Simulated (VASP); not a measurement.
A run of VASP 6.6.1:

File POSCAR:

```
PbF2
1.0
    0.0000000000      2.9636600000      2.9636600000
    2.9636600000      0.0000000000      2.9636600000
    2.9636600000      2.9636600000      0.0000000000
Pb F
1 2
Direct
    0.0000000000      0.0000000000      0.0000000000
    0.7500000000      0.7500000000      0.7500000000
    0.2500000000      0.2500000000      0.2500000000
```

INCAR.step1

```
PREC = Accurate
ENCUT = 520
EDIFF = 1E-5
ISMEAR = -1
SIGMA = 0.05
LREAL = F
LASPH = T
NELM = 120
ALGO = Normal
ISIF = 2
LWAVE = T
NBANDS = 21
GGA = PE
GGA_COMPAT = F
```

The input INCAR.step2:

```
PREC = Accurate
ENCUT = 520
EDIFF = 1E-6
ISMEAR = -1
SIGMA = 0.05
LREAL = F
LASPH = T
NELM = 120
ALGO = Normal
ISIF = 2
LWAVE = F
LCHARG = T
GGA = PE
LHFCALC = T
AEXX = 0.25
HFSCREEN = 0.3
PRECFOCK = Normal
LELF = T
LVHAR = T
NBANDS = 21
ISTART = 1
GGA_COMPAT = F
```

KPOINTS

```
Automatic mesh
0
Gamma
  4 4 4
```

Potentials or basis: VASP PAW PBE potentials, release 64 (Pb_d, F).

The run is started by

```sh
$ cat potpaw_PBE.64/Pb_d/POTCAR potpaw_PBE.64/F/POTCAR > POTCAR
$ cp INCAR.step1 INCAR
$ mpirun -np 1 vasp_std > vasp.out
$ cp INCAR.step2 INCAR
$ mpirun -np 1 vasp_std > vasp.out
```

Hardware: 1 thread of AMD EPYC 9R45 96-Core Processor (Zen 5), with other jobs on the host.

**Question.** How long does it take, and how much memory?

**Answer.** Wall time 11 min on 1 thread of AMD EPYC 9R45 96-Core Processor (Zen 5), with other jobs on the host, peak memory 0.26 GiB. Counts: k points 8.
